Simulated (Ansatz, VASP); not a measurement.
NaH3 in VASP and in Ansatz

The input INCAR:

```
ALGO = Normal ; EDIFF = 1E-6
ENCUT = 500 ; GGA = PE
GGA_COMPAT = F ; ISIF = 2
ISMEAR = 0 ; LASPH = T
LCHARG = F ; LREAL = F
LWAVE = F ; NBANDS = 20
NELM = 120 ; PREC = Accurate
SIGMA = 0.1
```

The input KPOINTS:

```
k-points
0
Gamma
  4 4 4
```

File POSCAR:

```
NaH3
1.0
    6.2887227000     -2.2938452000      0.0000000000
    6.2887227000      2.2938452000      0.0000000000
   -1.5459342000      0.0000000000      4.2913827000
Na H
2 6
Direct
    0.2498810000      0.7501190000      0.7500000000
    0.7501190000      0.2498810000      0.2500000000
    0.5328220000      0.9651060000      0.0735050000
    0.7503575000      0.2496425000      0.7500000000
    0.0348940000      0.4671780000      0.4264950000
    0.9651060000      0.5328220000      0.5735050000
    0.4671780000      0.0348940000      0.9264950000
    0.2496425000      0.7503575000      0.2500000000
```

Input for Ansatz:

```yaml
crystal:
  lattice:
    - [6.2887227, -2.2938452, 0.0]
    - [6.2887227, 2.2938452, 0.0]
    - [-1.5459342, 0.0, 4.2913827]
  atoms:
    - { symbol: Na, position: [0.249881, 0.750119, 0.75] }
    - { symbol: Na, position: [0.750119, 0.249881, 0.25] }
    - { symbol: H, position: [0.532822, 0.965106, 0.073505] }
    - { symbol: H, position: [0.7503575, 0.2496425, 0.75] }
    - { symbol: H, position: [0.034894, 0.467178, 0.426495] }
    - { symbol: H, position: [0.965106, 0.532822, 0.573505] }
    - { symbol: H, position: [0.467178, 0.034894, 0.926495] }
    - { symbol: H, position: [0.2496425, 0.7503575, 0.25] }
basis:
  ecutwfc: 420
kpoints:
  mp_grid: { grid: [4, 4, 4] }
hamiltonian:
  xc: pbe
scf:
  occupations: { method: gaussian, width: 0.1 }
  lower_state_search: "off"
output:
  forces: true
  stress: true
  eigenvalues: true
```

Alike in both runs: task single point; functional PBE; k mesh 4 × 4 × 4; occupations gaussian, width 0.1 eV; no spin polarisation.

|  | VASP | Ansatz |
| --- | --- | --- |
| version | VASP 6.6.1 | Ansatz 0.2.0 |
| potentials or method | VASP PAW PBE potentials, release 64 (Na_pv, H), cutoff 500 eV | scalar-relativistic, plane waves, PAW |
| valence electrons in the cell | 20 | 24 |

Ansatz gave:

| Item | Value |
| --- | --- |
| gap on the k mesh at the Fermi level (eV) | 3.02 |
| least direct gap on the mesh (eV) | 3.13 |
| pressure (GPa) | 0.1 |
| traceless stress, the component that is largest in VASP (GPa) | 0.12 |
| rms of the force components (eV/Å) | 0.076 |

**Question.** Which values does VASP return?

**Answer.** gap on the k mesh at the Fermi level (eV): 3.02; least direct gap on the mesh (eV): 3.13; pressure (GPa): 0.0; traceless stress, the component that is largest in VASP (GPa): 0.11; rms of the force components (eV/Å): 0.072.

Atom by atom the forces differ by 0.004 eV/Å (rms over components). VASP's potentials hold 20 valence electrons a cell and Ansatz's 24, so a difference there can come from the potentials and not from the codes.
